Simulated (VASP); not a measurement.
A run of VASP 6.6.1 is set up as follows.

File INCAR:

```
SYSTEM = Ga
ALGO = Normal ; EDIFF = 1E-7
ENCUT = 520 ; GGA = PE
ISIF = 2 ; ISMEAR = -1
LASPH = .True. ; LCHARG = .False.
LREAL = .False. ; LWAVE = .False.
NBANDS = 20 ; NELM = 80
PREC = Accurate ; SIGMA = 0.08
```

The input KPOINTS:

```
k-points
0
Gamma
  12 12 10
  0 0 0
```

File POSCAR:

```
Ga
1.0
    1.4093500000     -4.0505000000     -0.0261500000
    1.4906500000      4.0795000000      0.0551500000
    0.0317000000      0.0317000000      3.1700000000
Ga
2
Direct
    0.8670000000      0.1330000000      0.2500000000
    0.1330000000      0.8670000000      0.7500000000
```

Potentials or basis: VASP PAW PBE potentials, release 64 (Ga_d).

The run is started by

```sh
$ cat potpaw_PBE.64/Ga_d/POTCAR > POTCAR
$ mpirun -np 1 vasp_std > vasp.out
```

Problem. What does it give for the pressure?

Solution. 1.8 GPa.

Problem. What does it give for the largest force?

Solution. 0.195 eV/Å.

Problem. What does it give for the band gap on the k mesh?

Solution. Zero (band 13 reaches 10.77 eV, above the bottom of band 14 at 1.45 eV).

Stress tensor (GPa, compression positive):
```
-0.62  0.00  0.15
 0.00  2.94 -0.71
 0.15 -0.71  3.01
```

Caveat: the cell differs from its parent crystal (equal xy, yz and zx shear strains of +2 %).
